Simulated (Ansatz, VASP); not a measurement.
**Two plane-wave programs on Cs**

```
Cs
1.0
     0.00000    5.36639    5.36639
     5.36639    0.00000    5.36639
     5.36639    5.36639    0.00000
Cs
2
Cartesian
  -1.3416 -1.3416 -1.3416
  1.3416 1.3416 1.3416
```

Alike in both runs: functional LDA; k mesh 7 × 7 × 7; occupations fermi-dirac, width 0.08 eV; no spin polarisation.

Ansatz relaxed the structure, and its values are those at the end. VASP's run is a single point on that final structure, the one shown.

|  | VASP | Ansatz |
| --- | --- | --- |
| version | VASP 6.6.1 | Ansatz 0.2.0 |
| potentials or method | VASP PAW LDA potentials, release 64 (Cs_sv) | PAW with Ansatz's default frozen-core files, scalar-relativistic |
| plane-wave cutoff (eV) | 520 | 420 |
| valence electrons in the cell | 18 | 18 |

```csv
,VASP,Ansatz,Ansatz less VASP
pressure (GPa),0.0,0.0,+0.01
```

LDA's correlation is that of Perdew and Zunger in VASP and of Perdew and Wang (1992) in Ansatz.

Spin-orbit coupling is off throughout.
